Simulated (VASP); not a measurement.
# SnO2 in VASP: further runs

SnO2 is run at these levels: r2SCAN; tasks: single point.

All numbers are computed with VASP 6.6.1; they aren't measurements. Logs are shortened: lines on timing, memory, paths and dates and some standing lists are left out, and cuts for length are marked.

### 1 The cell of the first run

The typed cell holds 6 atoms: a = 4.608 Å, b = 4.609 Å, c = 3.151 Å, α = 90.00°, β = 90.00°, γ = 90.00°.

### 2 Single point, r2SCAN

Input file POSCAR:

```
SnO2
1.0
    4.6084005746      0.0000000000      0.0000000000
    0.0000000000      4.6085623811      0.0000000000
    0.0000000000      0.0000000000      3.1512736842
Sn O
2 4
Direct
    0.5000000000      0.5000000000      0.5000000000
    0.0000000000      0.0000000000      0.0000000000
    0.3049794867      0.3050331021      0.0000000000
    0.8049794867      0.1949668979      0.5000000000
    0.1950205133      0.8050331021      0.5000000000
    0.6950205133      0.6949668979      0.0000000000
```

Input file INCAR.step1:

```
SYSTEM = SnO2
ALGO = Normal ; EDIFF = 1E-4
ENCUT = 520 ; GGA = PE
ISMEAR = 0 ; LASPH = .True.
LCHARG = .False. ; LREAL = .False.
LWAVE = .True. ; NBANDS = 35
NELM = 60 ; PREC = Accurate
SIGMA = 0.02
```

Input file INCAR.step2:

```
SYSTEM = SnO2
ALGO = Normal ; EDIFF = 1E-6
ENCUT = 520 ; ISIF = 2
ISMEAR = 0 ; ISTART = 1
LASPH = .True. ; LCHARG = .True.
LELF = .True. ; LMIXTAU = .True.
LREAL = .False. ; LVHAR = .True.
LWAVE = .False. ; METAGGA = R2SCAN
NBANDS = 35 ; NELM = 60
PREC = Accurate ; SIGMA = 0.02
```

Input file KPOINTS:

```
k-points
0
Gamma
  6 6 8
  0 0 0
```

Potentials or basis: VASP PAW PBE potentials, release 64 (Sn_d, O).

The run is started by

```bash
> cat potpaw_PBE.64/Sn_d/POTCAR potpaw_PBE.64/O/POTCAR > POTCAR
> cp INCAR.step1 INCAR
> mpirun -np 1 vasp_std > vasp.out
> cp INCAR.step2 INCAR
> mpirun -np 1 vasp_std > vasp.out
```

OUTCAR:

```text
SYSTEM = SnO2
   EDIFF = 1E-6
   ENCUT = 520
   ISIF = 2
   ISMEAR = 0
   ISTART = 1
   LASPH = .True.
   LREAL = .False.
   METAGGA = R2SCAN
   NELM = 60
   PREC = Accurate

 ion  position               nearest neighbor table
   1  0.500  0.500  0.500-   4 1.99   5 1.99   3 2.02   6 2.02   3 2.02   6 2.02   2 3.62   2 3.62
                             2 3.62   2 3.62   2 3.62   2 3.62   2 3.62   2 3.62
   2  0.000  0.000  0.000-   3 1.99   6 1.99   5 2.02   4 2.02   4 2.02   5 2.02   1 3.62   1 3.62
                             1 3.62   1 3.62   1 3.62   1 3.62   1 3.62   1 3.62
   3  0.305  0.305  0.000-   2 1.99   1 2.02   1 2.02
   4  0.805  0.195  0.500-   1 1.99   2 2.02   2 2.02
   5  0.195  0.805  0.500-   1 1.99   2 2.02   2 2.02
   6  0.695  0.695  0.000-   2 1.99   1 2.02   1 2.02

  LATTYP: Found a simple orthorhombic cell.
 ALAT       =     3.1512736842
 B/A-ratio  =     1.4623929993
 C/A-ratio  =     1.4624443457

  Lattice vectors:

 A1 = (   0.0000000000,   0.0000000000,   3.1512736842)
 A2 = (   4.6084005746,   0.0000000000,   0.0000000000)
 A3 = (   0.0000000000,   4.6085623811,   0.0000000000)

Analysis of symmetry for initial positions (statically):
=====================================================================
 Subroutine PRICEL returns:
 Original cell was already a primitive cell.

 Routine SETGRP: Setting up the symmetry group for a
 simple orthorhombic supercell.

 Subroutine GETGRP returns: Found  8 space group operations
 (whereof  4 operations were pure point group operations)
 out of a pool of  8 trial point group operations.

The static configuration has the point symmetry C_2h.
 The point group associated with its full space group is D_2h.

Analysis of symmetry for dynamics (positions and initial velocities):
=====================================================================
 Subroutine PRICEL returns:
 Original cell was already a primitive cell.

 Routine SETGRP: Setting up the symmetry group for a
 simple orthorhombic supercell.

 Subroutine GETGRP returns: Found  8 space group operations
 (whereof  4 operations were pure point group operations)
 out of a pool of  8 trial point group operations.

The dynamic configuration has the point symmetry C_2h.
 The point group associated with its full space group is D_2h.

 Subroutine INISYM returns: Found  8 space group operations
 (whereof  4 operations are pure point group operations),
 and found     1 'primitive' translations

----------------------------------------------------------------------------------------

                                     Primitive cell

  volume of cell :      66.9271

  direct lattice vectors                    reciprocal lattice vectors
     4.608400575  0.000000000  0.000000000     0.216995025  0.000000000  0.000000000
     0.000000000  4.608562381  0.000000000     0.000000000  0.216987407  0.000000000
     0.000000000  0.000000000  3.151273684     0.000000000  0.000000000  0.317332006

  length of vectors
     4.608400575  4.608562381  3.151273684     0.216995025  0.216987407  0.317332006

  position of ions in fractional coordinates (direct lattice)
     0.500000000  0.500000000  0.500000000
     0.000000000  0.000000000  0.000000000
     0.304979487  0.305033102  0.000000000
     0.804979487  0.194966898  0.500000000
     0.195020513  0.805033102  0.500000000
     0.695020513  0.694966898  0.000000000

  ion indices of the primitive-cell ions
   primitive index   ion index
                 1           1
                 2           2
                 3           3
                 4           4
                 5           5
                 6           6

----------------------------------------------------------------------------------------

 KPOINTS: k-points

Automatic generation of k-mesh.
 Grid dimensions read from file:
 generate k-points for:    6    6    8

 Generating k-lattice:

  Cartesian coordinates                     Fractional coordinates (reciprocal lattice)
     0.036165838  0.000000000  0.000000000     0.166666667  0.000000000  0.000000000
     0.000000000  0.036164568  0.000000000     0.000000000  0.166666667  0.000000000
     0.000000000  0.000000000  0.039666501     0.000000000  0.000000000  0.125000000

  Length of vectors
     0.036165838  0.036164568  0.039666501

  Shift w.r.t. Gamma in fractional coordinates (k-lattice)
     0.000000000  0.000000000  0.000000000

 Subroutine IBZKPT returns following result:
 ===========================================

 Found     80 irreducible k-points:

 Following reciprocal coordinates:
            Coordinates               Weight
  0.000000  0.000000  0.000000      1.000000
  0.166667  0.000000  0.000000      2.000000
  0.333333  0.000000  0.000000      2.000000
  0.500000  0.000000  0.000000      1.000000
  0.000000  0.166667  0.000000      2.000000
  0.166667  0.166667  0.000000      4.000000
[... 16 lines left out ...]
  0.333333  0.166667  0.125000      8.000000
  0.500000  0.166667  0.125000      4.000000
 [... further k-points ...]
   k-points           NKPTS =     80   k-points in BZ     NKDIM =     80   number of bands    NBANDS=     35
   number of dos      NEDOS =    301   number of ions     NIONS =      6
   total plane-waves  NPLWV =  31104
   dimension x,y,z NGX =    36 NGY =   36 NGZ =   24
   dimension x,y,z NGXF=    72 NGYF=   72 NGZF=   48
   ions per type =               2   4
   NGX,Y,Z   is equivalent  to a cutoff of  12.99, 12.99, 12.66 a.u.
   NGXF,Y,Z  is equivalent  to a cutoff of  25.97, 25.97, 25.32 a.u.
 SYSTEM =  SnO2
   PREC   = accura    normal or accurate (medium, high low for compatibility)
   ISTART =      1    job   : 0-new  1-cont  2-samecut
   ICHARG =      0    charge: 1-file 2-atom 10-const
   ISPIN  =      1    spin polarized calculation?
   LNONCOLLINEAR =      F non collinear calculations
   LSORBIT =      F    spin-orbit coupling
   LASPH  =      T    aspherical Exc in radial PAW
   ENCUT  =  520.0 eV  38.22 Ry    6.18 a.u.   8.57  8.57  5.86*2*pi/ulx,y,z
   NELM   =     60;   NELMIN=  2; NELMDL=  0     # of ELM steps
   EDIFF  = 0.1E-05   stopping-criterion for ELM
   LREAL  =      F    real-space projection
   EDIFFG = 0.1E-04   stopping-criterion for IOM
   NSW    =      0    number of steps for IOM
   IBRION =     -1    ionic relax: 0-MD 1-quasi-New 2-CG
   NFREE  =      0    steps in history (QN), initial steepest desc. (CG)
   ISIF   =      2    stress and relaxation
   ISYM   =      2    0-nonsym 1-usesym 2-fastsym
   POTIM  = 0.5000    time-step for ionic-motion
   TEBEG  =    0.0;   TEEND  =   0.0 temperature during run
   PSTRESS=    0.0 pullay stress
   NELECT =      52.0000    total number of electrons
   NUPDOWN=      -1.0000    fix difference up-down
   EMIN   =  10.00;   EMAX   =-10.00  energy-range for DOS
   EFERMI =   0.00;   METHOD = LEGACY
   ISMEAR =     0;   SIGMA  =   0.02  broadening in eV -4-tet -1-fermi 0-gaus
   EFERMI_NEDOS =   21; number of points for ismear=-14 and -15
   IALGO  =     38    algorithm
   IMIX   =      4    mixing-type and parameters
     AMIX     =   0.40;   BMIX     =  1.00
     AMIX_MAG =   1.60;   BMIX_MAG =  1.00
  volume/ion in A,a.u.               =      11.15        75.27
  Fermi-wavevector in a.u.,A,eV,Ry     =   1.505019  2.844074 30.818318  2.265082
  Thomas-Fermi vector in A             =   2.615923
   LORBIT       =      0    0 simple, 1 ext, 2 COOP (PROOUT), +10 PAW based schemes
   METAGGA = R2SCAN    functional components
   LHFCALC =     F    Hartree Fock is set to
   AEXX    =    0.0000 exact exchange contribution
   IVDW    =     0    specifies the selected vdW correction
   LEPSILON=     F    determine dielectric tensor
   LRPA    =     F    only Hartree local field effects (RPA)
 non-spin polarized calculation
 Gauss-broadening in eV      SIGMA  =   0.02
  energy-cutoff  :      520.00
  volume of cell :       66.93
 maximum number of plane-waves:      1820
 NGX is ok and might be reduce to    36
   NGX = 17   NGY = 17   NGZ = 11

 number of electron      52.0000011 magnetization

 Free energy of the ion-electron system (eV)
  ---------------------------------------------------
  ext. energy  EPLUGINS =         0.00000000
  ---------------------------------------------------
  free energy    TOTEN  =       -84.25461251 eV

  energy without entropy =      -84.25461251  energy(sigma->0) =      -84.25461251

 E-fermi :   6.6277     XC(G=0): -12.4434

 val. band max:        6.5220858701   @ k =   0.0000   0.0000   0.0000
 cond. band min:       9.2712069670   @ k =   0.0000   0.0000   0.0000
 fundamental gap:      2.7491210969
 Fermi energy:         6.6276564279

 k-point     1 :       0.0000    0.0000    0.0000
  band No.  band energies     occupation
      1     -15.3918      2.00000
      2     -14.3492      2.00000
      3     -13.9014      2.00000
      4     -13.7913      2.00000
      5     -13.7913      2.00000
      6     -13.7622      2.00000
[... 27 lines left out ...]
     34      20.8092      0.00000
     35      20.8444      0.00000

 k-point     2 :       0.1667    0.0000    0.0000
  band No.  band energies     occupation
      1     -15.3348      2.00000
      2     -14.3531      2.00000
      3     -13.9991      2.00000
      4     -13.7888      2.00000
      5     -13.7886      2.00000
      6     -13.7704      2.00000
[... 27 lines left out ...]
     34      20.6922      0.00000
     35      20.7439      0.00000

 k-point     3 :       0.3333    0.0000    0.0000
  band No.  band energies     occupation
      1     -15.1664      2.00000
      2     -14.5695      2.00000
      3     -13.9835      2.00000
      4     -13.8005      2.00000
      5     -13.7835      2.00000
      6     -13.7832      2.00000
[... 27 lines left out ...]
     34      20.3675      0.00000
     35      20.5174      0.00000
[... 723 lines left out ...]
 k-point    23 :       0.3333    0.1667    0.1250
  band No.  band energies     occupation
      1     -15.1002      2.00000
      2     -14.6446      2.00000
      3     -14.1152      2.00000
      4     -14.0663      2.00000
      5     -13.7222      2.00000
      6     -13.6943      2.00000
[... 27 lines left out ...]
     34      20.2605      0.00000
     35      20.3550      0.00000

 k-point    24 :       0.5000    0.1667    0.1250
  band No.  band energies     occupation
      1     -14.9033      2.00000
      2     -14.9033      2.00000
      3     -14.0850      2.00000
      4     -14.0850      2.00000
      5     -13.7016      2.00000
      6     -13.7016      2.00000
[... 27 lines left out ...]
     34      20.1399      0.00000
     35      20.8757      0.00000

 [... further k-points ...]
[... 5 lines left out ...]
  --------------------------------------------------------------------------------------
  -------------------------------------------------------------------------------------
  Total        8.9078311      8.9078462      9.1365470      0.0000000      0.0000000      0.0000000
  in kB      213.2459252    213.2462866    218.7211896      0.0000000      0.0000000      0.0000000
  external PRESSURE =     215.0711338 kB  Pullay stress =       0.0000000 kB

 VOLUME and BASIS-vectors are now :
 -----------------------------------------------------------------------------
  energy-cutoff  :      520.00
  volume of cell :       66.93
      direct lattice vectors                 reciprocal lattice vectors
     4.608400575  0.000000000  0.000000000     0.216995025  0.000000000  0.000000000
     0.000000000  4.608562381  0.000000000     0.000000000  0.216987407  0.000000000
     0.000000000  0.000000000  3.151273684     0.000000000  0.000000000  0.317332006

 POSITION                                       TOTAL-FORCE (eV/Angst)
 -----------------------------------------------------------------------------------
      2.30420      2.30428      1.57564         0.000000      0.000000      0.000000
      0.00000      0.00000      0.00000         0.000000      0.000000      0.000000
      1.40547      1.40576      0.00000        -0.012544     -0.012436      0.000000
      3.70967      0.89852      1.57564        -0.012544      0.012436      0.000000
      0.89873      3.71005      1.57564         0.012544     -0.012436      0.000000
      3.20293      3.20280      0.00000         0.012544      0.012436     -0.000000
 -----------------------------------------------------------------------------------
    total drift:                                0.000000      0.000000      0.000000

  FREE ENERGIE OF THE ION-ELECTRON SYSTEM (eV)
  ---------------------------------------------------
  free  energy   TOTEN  =       -84.2546125061 eV

  energy  without entropy=      -84.2546125061  energy(sigma->0) =      -84.25461251
```

Run time: 3.5 min. Hardware: 1 thread of Intel Xeon 6975P-C (Granite Rapids), shared host; peak memory 0.27 GiB.

What came out:

- Free energy: -84.2546 eV
- Pressure: 21.5 GPa
- Largest force: 0.018 eV/Å
- Band gap on the k mesh: 2.75 eV

Forces in eV/Å, atoms in the order of the input:
```
Sn   0.000  0.000  0.000
Sn   0.000  0.000  0.000
O   -0.013 -0.012  0.000
O   -0.013  0.012  0.000
O    0.013 -0.012  0.000
O    0.013  0.012  0.000
```

Stress tensor (GPa, compression positive):
```
21.32  0.00  0.00
 0.00 21.32  0.00
 0.00  0.00 21.87
```

Levels at points of the mesh, in eV from the valence-band top:
```csv
k point,band 24,band 25,band 26,band 27,band 28,band 29
"(0.00, 0.00, 0.00)",-0.83,-0.83,0.00,2.75,7.40,7.40
"(0.50, 0.00, 0.00)",-1.17,-0.65,-0.65,5.94,5.94,8.21
"(0.00, 0.50, 0.00)",-1.17,-0.65,-0.65,5.94,5.94,8.21
"(0.50, 0.50, 0.00)",-1.31,-0.97,-0.97,6.40,6.40,8.80
"(0.00, 0.00, 0.50)",-1.89,-1.38,-1.38,7.89,7.89,11.19
"(0.50, 0.00, 0.50)",-1.24,-0.56,-0.56,8.22,8.22,9.67
"(0.00, 0.50, 0.50)",-1.24,-0.56,-0.56,8.22,8.22,9.67
"(0.50, 0.50, 0.50)",-1.01,-0.92,-0.92,6.42,6.42,10.10
```

Caveat: the cell stands under pressure; the PAW data sets were made with another functional, which shifts forces and pressure a little; spin-orbit coupling is left out, which moves the levels of the heavy elements.

[end of part 1 of 3]
